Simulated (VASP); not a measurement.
Runs of VASP 6.6.1 on Ni. The structure is that of space group P6_3/mmc (No. 194), or close to it. The cells are those of the table. This isn't the form of Ni at room conditions, which is fcc.

```tsv
spin	cell	k mesh	smearing	gap on the mesh (eV)	pressure (GPa)
off	a = 2.418, b = 2.418, c = 7.921 Å, angles 90.0, 90.0, 120.0°, 4 atoms	17 × 17 × 5	fermi-dirac 0.1 eV	none	-0.1
off	a = 2.418, b = 2.418, c = 7.921 Å, angles 90.0, 90.0, 120.0°, 4 atoms	14 × 14 × 4	fermi-dirac 0.1 eV	none	-0.1
off	a = 2.418, b = 2.418, c = 7.921 Å, angles 90.0, 90.0, 120.0°, 4 atoms	20 × 20 × 6	fermi-dirac 0.1 eV	none	-0.1
off	a = 2.511, b = 2.511, c = 8.226 Å, angles 90.0, 90.0, 120.0°, 4 atoms	17 × 17 × 5	fermi-dirac 0.1 eV	none	-21.7
off	a = 2.450, b = 2.450, c = 8.026 Å, angles 90.0, 90.0, 120.0°, 4 atoms	17 × 17 × 5	fermi-dirac 0.1 eV	none	-9.0
off	a = 2.351, b = 2.351, c = 7.704 Å, angles 90.0, 90.0, 120.0°, 4 atoms	17 × 17 × 5	fermi-dirac 0.1 eV	none	25.6
off	a = 2.481, b = 2.481, c = 8.127 Å, angles 90.0, 90.0, 120.0°, 4 atoms	17 × 17 × 5	fermi-dirac 0.1 eV	none	-16.3
off	a = 2.317, b = 2.317, c = 7.591 Å, angles 90.0, 90.0, 120.0°, 4 atoms	17 × 17 × 5	fermi-dirac 0.1 eV	none	43.8
collinear, ferromagnetic start	a = 2.511, b = 2.511, c = 8.234 Å, angles 90.0, 90.0, 120.0°, 4 atoms	17 × 17 × 5	fermi-dirac 0.05 eV	none	(b)
off	a = 2.385, b = 2.385, c = 7.814 Å, angles 90.0, 90.0, 120.0°, 4 atoms	17 × 17 × 5	fermi-dirac 0.1 eV	none	(a)
```

Alike in all rows: task single point; level LDA; potentials or basis VASP PAW LDA potentials, release 64 (Ni); cutoff (eV) 520.

Question: Estimate the missing entries.

Answer: (a) 11.3; (b) -21.5.

Caveats: the cell stands under tension (at least some runs); the cell stands under pressure (at least some runs).

A gap of «none» marks levels without a gap at the run's occupations.
